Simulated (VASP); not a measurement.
# Cd (Cmcm) in VASP: a series of runs

Cd is run at these levels: PBEsol; tasks: single point.

Program: VASP 6.6.1. These are calculated values, not measurements. Logs are shortened: lines on timing, memory, paths and dates and some standing lists are left out, and cuts for length are marked.

## Step 1: The cell of the first run

Symmetry: Cmcm, No. 63, orthorhombic system. The conventional cell has a = 2.979 Å, b = 5.056 Å, c = 5.618 Å, α = 90.00°, β = 90.00°, γ = 90.00°. Cd (site symmetry m2m) has 12 Cd at 2.93 to 3.29 Å within 3.9 Å.

## Step 2: Single point, PBEsol (strain -0.0200 x Voigt [0, 1, 0, 0, 0, 0])

The input, INCAR:

```
SYSTEM = Cd
ALGO = Fast ; EDIFF = 1E-7
ENCUT = 520 ; GGA = PS
ISIF = 2 ; ISMEAR = 0
LASPH = .True. ; LCHARG = .False.
LREAL = .False. ; LWAVE = .False.
NBANDS = 19 ; NELM = 60
PREC = Accurate ; SIGMA = 0.15
```

The input, KPOINTS:

```
k-points
0
Gamma
  18 18 8
  0 0 0
```

The input, POSCAR:

```
Cd
1.0
    2.9788725081      0.0000000000      0.0000000000
   -1.4894362540      2.5281836813      0.0000000000
    0.0000000000      0.0000000000      5.6176500000
Cd
2
Direct
    0.3333333333      0.6666666667      0.2500000000
    0.6666666667      0.3333333333      0.7500000000
```

Potentials or basis: VASP PAW PBE potentials, release 64 (Cd).

Started as:

```
$ cat potpaw_PBE.64/Cd/POTCAR > POTCAR
$ mpirun -np 1 vasp_std > vasp.out
```

OUTCAR:

```text
SYSTEM = Cd
   EDIFF = 1E-7
   ENCUT = 520
   GGA = PS
   ISIF = 2
   ISMEAR = 0
   LASPH = .True.
   LREAL = .False.
   NELM = 60
   PREC = Accurate

 ion  position               nearest neighbor table
   1  0.333  0.667  0.250-   2 3.28   2 3.28   2 3.29   2 3.29   2 3.29   2 3.29
   2  0.667  0.333  0.750-   1 3.28   1 3.28   1 3.29   1 3.29   1 3.29   1 3.29

  Warning from LATTYP: Monoclinic adjustment (A1->A3, A2->A1, A3->A2)!
  LATTYP: Found a base centered orthorhombic cell.
 ALAT       =     2.9788725081
 B/A-ratio  =     1.6974097914
 C/A-ratio  =     1.8858309594

  Lattice vectors:

 A1 = (   1.4894362540,  -2.5281836813,   0.0000000000)
 A2 = (   1.4894362541,   2.5281836813,   0.0000000000)
 A3 = (   0.0000000000,   0.0000000000,   5.6176500000)

Analysis of symmetry for initial positions (statically):
=====================================================================
 Subroutine PRICEL returns:
 Original cell was already a primitive cell.

 Routine SETGRP: Setting up the symmetry group for a
 base centered orthorhombic supercell.

 Subroutine GETGRP returns: Found  8 space group operations
 (whereof  4 operations were pure point group operations)
 out of a pool of  8 trial point group operations.

The static configuration has the point symmetry C_2h.
 The point group associated with its full space group is D_2h.

Analysis of symmetry for dynamics (positions and initial velocities):
=====================================================================
 Subroutine PRICEL returns:
 Original cell was already a primitive cell.

 Routine SETGRP: Setting up the symmetry group for a
 base centered orthorhombic supercell.

 Subroutine GETGRP returns: Found  8 space group operations
 (whereof  4 operations were pure point group operations)
 out of a pool of  8 trial point group operations.

The dynamic configuration has the point symmetry C_2h.
 The point group associated with its full space group is D_2h.

 Subroutine INISYM returns: Found  8 space group operations
 (whereof  4 operations are pure point group operations),
 and found     1 'primitive' translations

----------------------------------------------------------------------------------------

                                     Primitive cell

  volume of cell :      42.3073

  direct lattice vectors                    reciprocal lattice vectors
     2.978872508  0.000000000  0.000000000     0.335697482  0.197770440  0.000000000
    -1.489436254  2.528183681  0.000000000     0.000000000  0.395540881  0.000000000
     0.000000000  0.000000000  5.617650000     0.000000000  0.000000000  0.178010378

  length of vectors
     2.978872508  2.934302827  5.617650000     0.389622826  0.395540881  0.178010378

  position of ions in fractional coordinates (direct lattice)
     0.333333333  0.666666667  0.250000000
     0.666666667  0.333333333  0.750000000

  ion indices of the primitive-cell ions
   primitive index   ion index
                 1           1
                 2           2

----------------------------------------------------------------------------------------

 KPOINTS: k-points

Automatic generation of k-mesh.
 Grid dimensions read from file:
 generate k-points for:   18   18    8

 Generating k-lattice:

  Cartesian coordinates                     Fractional coordinates (reciprocal lattice)
     0.018649860  0.010987247  0.000000000     0.055555556  0.000000000  0.000000000
     0.000000000  0.021974493  0.000000000     0.000000000  0.055555556  0.000000000
     0.000000000  0.000000000  0.022251297     0.000000000  0.000000000  0.125000000

  Length of vectors
     0.021645713  0.021974493  0.022251297

  Shift w.r.t. Gamma in fractional coordinates (k-lattice)
     0.000000000  0.000000000  0.000000000

 Subroutine IBZKPT returns following result:
 ===========================================

 Found    455 irreducible k-points:

 Following reciprocal coordinates:
            Coordinates               Weight
  0.000000  0.000000  0.000000      1.000000
  0.055556 -0.000000  0.000000      4.000000
  0.111111 -0.000000  0.000000      4.000000
  0.166667 -0.000000  0.000000      4.000000
  0.222222  0.000000  0.000000      4.000000
  0.277778  0.000000  0.000000      4.000000
[... 16 lines left out ...]
 -0.333333  0.055556  0.000000      4.000000
 -0.277778  0.055556  0.000000      4.000000
 [... further k-points ...]
   k-points           NKPTS =    455   k-points in BZ     NKDIM =    455   number of bands    NBANDS=     19
   number of dos      NEDOS =    301   number of ions     NIONS =      2
   total plane-waves  NPLWV =  24192
   dimension x,y,z NGX =    24 NGY =   24 NGZ =   42
   dimension x,y,z NGXF=    48 NGYF=   48 NGZF=   84
   ions per type =               2
   NGX,Y,Z   is equivalent  to a cutoff of  13.39, 13.60, 12.43 a.u.
   NGXF,Y,Z  is equivalent  to a cutoff of  26.79, 27.19, 24.86 a.u.
 SYSTEM =  Cd
   PREC   = accura    normal or accurate (medium, high low for compatibility)
   ISTART =      0    job   : 0-new  1-cont  2-samecut
   ICHARG =      2    charge: 1-file 2-atom 10-const
   ISPIN  =      1    spin polarized calculation?
   LNONCOLLINEAR =      F non collinear calculations
   LSORBIT =      F    spin-orbit coupling
   LASPH  =      T    aspherical Exc in radial PAW
   ENCUT  =  520.0 eV  38.22 Ry    6.18 a.u.   5.54  5.46 10.45*2*pi/ulx,y,z
   NELM   =     60;   NELMIN=  2; NELMDL= -5     # of ELM steps
   EDIFF  = 0.1E-06   stopping-criterion for ELM
   LREAL  =      F    real-space projection
   EDIFFG = 0.1E-05   stopping-criterion for IOM
   NSW    =      0    number of steps for IOM
   IBRION =     -1    ionic relax: 0-MD 1-quasi-New 2-CG
   NFREE  =      0    steps in history (QN), initial steepest desc. (CG)
   ISIF   =      2    stress and relaxation
   ISYM   =      2    0-nonsym 1-usesym 2-fastsym
   POTIM  = 0.5000    time-step for ionic-motion
   TEBEG  =    0.0;   TEEND  =   0.0 temperature during run
   PSTRESS=    0.0 pullay stress
   NELECT =      24.0000    total number of electrons
   NUPDOWN=      -1.0000    fix difference up-down
   EMIN   =  10.00;   EMAX   =-10.00  energy-range for DOS
   EFERMI =   0.00;   METHOD = LEGACY
   ISMEAR =     0;   SIGMA  =   0.15  broadening in eV -4-tet -1-fermi 0-gaus
   EFERMI_NEDOS =   21; number of points for ismear=-14 and -15
   IALGO  =     68    algorithm
   IMIX   =      4    mixing-type and parameters
     AMIX     =   0.40;   BMIX     =  1.00
     AMIX_MAG =   1.60;   BMIX_MAG =  1.00
  volume/ion in A,a.u.               =      21.15       142.75
  Fermi-wavevector in a.u.,A,eV,Ry     =   1.355211  2.560977 24.988408  1.836596
  Thomas-Fermi vector in A             =   2.482317
   LORBIT       =      0    0 simple, 1 ext, 2 COOP (PROOUT), +10 PAW based schemes
   GGA     = PS    functional components
   LHFCALC =     F    Hartree Fock is set to
   AEXX    =    0.0000 exact exchange contribution
   IVDW    =     0    specifies the selected vdW correction
   LEPSILON=     F    determine dielectric tensor
   LRPA    =     F    only Hartree local field effects (RPA)
 non-spin polarized calculation
 RMM-DIIS sequential band-by-band and
 Gauss-broadening in eV      SIGMA  =   0.15
  energy-cutoff  :      520.00
  volume of cell :       42.31
 maximum number of plane-waves:      1172
 NGX is ok and might be reduce to    24
   NGX = 11   NGY = 11   NGZ = 21

 number of electron      23.9999999 magnetization

 Free energy of the ion-electron system (eV)
  ---------------------------------------------------
  ext. energy  EPLUGINS =         0.00000000
  ---------------------------------------------------
  free energy    TOTEN  =        -2.40052398 eV

  energy without entropy =       -2.39513322  energy(sigma->0) =       -2.39782860

 E-fermi :   2.9989     XC(G=0): -11.3157

 val. band max:        2.9878979850   @ k =  -0.2778   0.0556   0.1250
 cond. band min:       3.0072120904   @ k =   0.5000   0.0000   0.5000
 fundamental gap:      0.0193141053
 Fermi energy:         2.9989063626

 k-point     1 :       0.0000    0.0000    0.0000
  band No.  band energies     occupation
      1      -7.0141      2.00000
      2      -6.7533      2.00000
      3      -6.3819      2.00000
      4      -6.3281      2.00000
      5      -6.2598      2.00000
      6      -6.2108      2.00000
[... 11 lines left out ...]
     18      18.5280      0.00000
     19      18.7852      0.00000

 k-point     2 :       0.0556   -0.0000    0.0000
  band No.  band energies     occupation
      1      -6.9795      2.00000
      2      -6.7154      2.00000
      3      -6.3849      2.00000
      4      -6.3304      2.00000
      5      -6.2397      2.00000
      6      -6.1920      2.00000
[... 11 lines left out ...]
     18      17.9313      0.00000
     19      19.1844      0.00000

 k-point     3 :       0.1111   -0.0000    0.0000
  band No.  band energies     occupation
      1      -6.8918      2.00000
      2      -6.6358      2.00000
      3      -6.4054      2.00000
      4      -6.3363      2.00000
      5      -6.1650      2.00000
      6      -6.1208      2.00000
[... 11 lines left out ...]
     18      17.6828      0.00000
     19      18.9268      0.00000

 k-point     4 :       0.1667   -0.0000    0.0000
  band No.  band energies     occupation
      1      -6.8176      2.00000
      2      -6.5763      2.00000
      3      -6.4439      2.00000
      4      -6.2826      2.00000
      5      -6.0359      2.00000
      6      -5.9982      2.00000
[... 11 lines left out ...]
     18      17.0364      0.00000
     19      17.1639      0.00000

 k-point     5 :       0.2222    0.0000    0.0000
  band No.  band energies     occupation
      1      -6.8392      2.00000
      2      -6.6141      2.00000
      3      -6.3737      2.00000
      4      -6.1838      2.00000
      5      -6.1560      2.00000
      6      -5.9153      2.00000
[... 11 lines left out ...]
     18      15.7276      0.00000
     19      16.7926      0.00000

 k-point     6 :       0.2778    0.0000    0.0000
  band No.  band energies     occupation
      1      -6.9206      2.00000
      2      -6.7126      2.00000
      3      -6.3713      2.00000
      4      -6.2419      2.00000
      5      -6.0265      2.00000
      6      -5.9862      2.00000
[... 11 lines left out ...]
     18      16.1465      0.00000
     19      16.5473      0.00000

 k-point     7 :       0.3333    0.0000    0.0000
  band No.  band energies     occupation
      1      -7.0127      2.00000
      2      -6.8113      2.00000
      3      -6.5338      2.00000
      4      -6.1258      2.00000
      5      -6.1241      2.00000
      6      -5.9591      2.00000
[... 11 lines left out ...]
     18      16.3683      0.00000
     19      17.0920      0.00000

 k-point     8 :       0.3889    0.0000    0.0000
  band No.  band energies     occupation
      1      -7.0915      2.00000
      2      -6.8924      2.00000
      3      -6.6569      2.00000
      4      -6.2009      2.00000
      5      -6.0360      2.00000
      6      -5.9932      2.00000
[... 256 lines left out ...]
 k-point    20 :       0.5000    0.0556    0.0000
  band No.  band energies     occupation
      1      -7.1220      2.00000
      2      -6.9211      2.00000
      3      -6.7435      2.00000
      4      -6.2567      2.00000
      5      -6.0363      2.00000
      6      -5.9634      2.00000
[... 11 lines left out ...]
     18      15.5572      0.00000
     19      16.2420      0.00000

 k-point    21 :      -0.4444    0.0556    0.0000
  band No.  band energies     occupation
      1      -7.0863      2.00000
      2      -6.8852      2.00000
      3      -6.6917      2.00000
      4      -6.2231      2.00000
      5      -6.0213      2.00000
      6      -6.0044      2.00000
[... 11 lines left out ...]
     18      15.7675      0.00000
     19      16.3684      0.00000

 k-point    22 :      -0.3889    0.0556    0.0000
  band No.  band energies     occupation
      1      -7.0198      2.00000
      2      -6.8180      2.00000
      3      -6.5924      2.00000
      4      -6.1646      2.00000
      5      -6.0833      2.00000
      6      -5.9882      2.00000
[... 11 lines left out ...]
     18      16.1876      0.00000
     19      16.6404      0.00000

 k-point    23 :      -0.3333    0.0556    0.0000
  band No.  band energies     occupation
      1      -6.9325      2.00000
      2      -6.7275      2.00000
      3      -6.4506      2.00000
      4      -6.1961      2.00000
      5      -6.0889      2.00000
      6      -5.9405      2.00000
[... 11 lines left out ...]
     18      16.6283      0.00000
     19      16.7732      0.00000

 k-point    24 :      -0.2778    0.0556    0.0000
  band No.  band energies     occupation
      1      -6.8412      2.00000
      2      -6.6260      2.00000
      3      -6.3385      2.00000
      4      -6.2762      2.00000
      5      -6.1174      2.00000
      6      -6.0063      2.00000
[... 11 lines left out ...]
     18      15.8247      0.00000
     19      17.4477      0.00000

 [... further k-points ...]
[... 5 lines left out ...]
  --------------------------------------------------------------------------------------
  -------------------------------------------------------------------------------------
  Total       -0.1298978      0.3329410     -0.0404914      0.0000000      0.0000000      0.0000000
  in kB       -4.9192302     12.6084786     -1.5334096      0.0000000      0.0000000      0.0000000
  external PRESSURE =       2.0519463 kB  Pullay stress =       0.0000000 kB

 VOLUME and BASIS-vectors are now :
 -----------------------------------------------------------------------------
  energy-cutoff  :      520.00
  volume of cell :       42.31
      direct lattice vectors                 reciprocal lattice vectors
     2.978872508  0.000000000  0.000000000     0.335697482  0.197770440  0.000000000
    -1.489436254  2.528183681  0.000000000     0.000000000  0.395540881  0.000000000
     0.000000000  0.000000000  5.617650000     0.000000000  0.000000000  0.178010378

 POSITION                                       TOTAL-FORCE (eV/Angst)
 -----------------------------------------------------------------------------------
     -0.00000      1.68546      1.40441         0.000000      0.007368      0.000000
      1.48944      0.84273      4.21324        -0.000000     -0.007368     -0.000000
 -----------------------------------------------------------------------------------
    total drift:                               -0.000000      0.000000     -0.000000

  FREE ENERGIE OF THE ION-ELECTRON SYSTEM (eV)
  ---------------------------------------------------
  free  energy   TOTEN  =        -2.4005239841 eV

  energy  without entropy=       -2.3951332250  energy(sigma->0) =       -2.39782860
```

Wall time 1.9 min (1 thread of AMD EPYC 9R45 (Zen 5), shared host); peak memory 0.36 GiB.

What came out:

| Item | Value |
| --- | --- |
| Free energy | -2.4005 eV |
| Pressure | 0.2 GPa |
| Largest force | 0.007 eV/Å |
| Band gap on the k mesh | zero (bands 12 and 13 overlap by 4.83 eV) |

Forces on the atoms (eV/Å):
```
Cd   0.000  0.007  0.000
Cd   0.000 -0.007  0.000
```

Levels at points of the mesh, in eV from the Fermi level:
```csv
k point,band 10,band 11,band 12,band 13,band 14,band 15
"(0.00, 0.00, 0.00)",-8.50,-8.48,-3.26,-3.19,10.33,14.46
"(0.50, 0.00, 0.00)",-8.19,-2.50,-1.95,1.83,2.90,3.09
"(0.00, 0.50, 0.00)",-8.17,-2.35,-1.73,2.02,3.11,3.34
"(0.00, 0.00, 0.50)",-8.59,-7.58,-7.58,3.53,3.53,14.84
"(0.50, 0.00, 0.50)",-8.20,-1.72,-1.72,0.01,0.01,7.94
"(0.00, 0.50, 0.50)",-8.18,-1.57,-1.57,0.27,0.27,8.12
```

Caveat: the cell differs from its parent crystal (strain -0.0200 x Voigt [0, 1, 0, 0, 0, 0]); the PAW data sets were made with another functional, which shifts forces and pressure a little.

(Continued in part 2 of 2.)
